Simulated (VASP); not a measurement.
Wanted: the native input for a VASP 6.6.1 run.

```
Task                   : single point
Functional             : PBEsol
Potentials or basis    : VASP PAW PBE potentials, release 64 (Sr_sv)
Cutoff                 : 520 eV
k mesh                 : 10 × 10 × 10
Occupations            : gaussian, width 0.03 eV
Spin                   : no spin polarisation
Dipole correction      : no
Further INCAR settings : ALGO = Normal; EDIFF = 1e-07; NBANDS = 11
```

The structure of Sr lies in POSCAR:

```
Sr
1.0
    0.0532411250      3.0423500000      3.0423500000
    3.0423500000      0.0532411250      3.0423500000
    3.0955911250      3.0955911250      0.0000000000
Sr
1
Direct
    0.0000000000      0.0000000000      0.0000000000
```

This cell differs from its parent crystal: strain +0.0350 x Voigt [0, 0, 0, 0, 0, 1].

One way to write it, as run:

INCAR

```
PREC = Accurate
ENCUT = 520
EDIFF = 1E-7
ISMEAR = 0
SIGMA = 0.03
LREAL = F
LASPH = T
NELM = 80
ALGO = Normal
ISIF = 2
LWAVE = F
LCHARG = F
GGA = PS
NBANDS = 11
```

KPOINTS

```
regular mesh
0
Gamma
  10 10 10
```

Potentials or basis: VASP PAW PBE potentials, release 64 (Sr_sv).

Command:

```bash
$ cat potpaw_PBE.64/Sr_sv/POTCAR > POTCAR
$ mpirun -np 1 vasp_std > vasp.out
```

It gave:

```
Pressure               : -0.9 GPa
Band gap on the k mesh : zero (bands 5 and 6 overlap by 0.11 eV)
```

Caveat: the cell differs from its parent crystal (strain +0.0350 x Voigt [0, 0, 0, 0, 0, 1]); the PAW data sets were made with another functional, which shifts forces and pressure a little.

Run time: 28 s on 1 thread of Intel(R) Xeon(R) 6975P-C (Granite Rapids), with other jobs on the host, peak memory 0.26 GiB.
